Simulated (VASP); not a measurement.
## Ni: single point with PBE

Ni:

```xyz
2
Lattice="0.0000 2.8013 0.0000 2.8013 0.0000 0.0000 2.8013 2.8013 -2.8013" Properties=species:S:1:pos:R:3 pbc="T T T"
Ni    0.0000    0.0000    0.0000
Ni    1.4006    1.4006   -1.4006
```

- Program: VASP 6.6.1
- Task: single point
- Functional: PBE
- Potentials or basis: VASP PAW PBE potentials, release 64 (Ni)
- Cutoff: 520 eV
- k mesh: 20 × 20 × 10
- Occupations: gaussian, width 0.05 eV
- Spin: collinear spin, antiferromagnetic start
- Starting moments: [0.8, -0.8] μB
- Dipole correction: no
- Further INCAR settings: ALGO = Normal; EDIFF = 1e-06; NBANDS = 21

| Quantity | Value |
| --- | --- |
| Pressure | -2.0 GPa |
| Band gap on the k mesh | zero (filled and empty bands overlap) |
| Net moment | 0.00 μB per cell |
| Valence electrons inside the program's atomic spheres | Ni 9.30 |

Levels at points of the mesh, in eV from the Fermi level:
Spin up:
```csv
k point,band 7,band 8,band 9,band 10,band 11,band 12,band 13,band 14
"(0.00, 0.00, 0.00)",-0.53,-0.53,0.18,0.18,0.18,9.83,9.83,9.83
"(0.50, 0.00, 0.00)",-0.38,-0.38,0.37,0.37,0.41,0.41,6.67,6.67
"(0.00, 0.00, 0.50)",-1.48,-1.48,-0.84,-0.84,0.39,0.39,16.88,16.88
"(0.50, 0.50, 0.50)",-0.35,-0.35,-0.35,-0.35,8.34,8.34,8.34,8.34
```
Spin down:
```csv
k point,band 8,band 9,band 10,band 11,band 12,band 13
"(0.00, 0.00, 0.00)",-0.53,0.18,0.18,0.18,9.83,9.83
"(0.50, 0.00, 0.00)",-0.38,0.37,0.37,0.41,0.41,6.67
"(0.00, 0.00, 0.50)",-1.48,-0.84,-0.84,0.39,0.39,16.88
"(0.50, 0.50, 0.50)",-0.35,-0.35,-0.35,8.34,8.34,8.34
```

It took 62 s on 1 thread of Intel(R) Xeon(R) 6975P-C (Granite Rapids), on a shared host, peak memory 0.23 GiB.
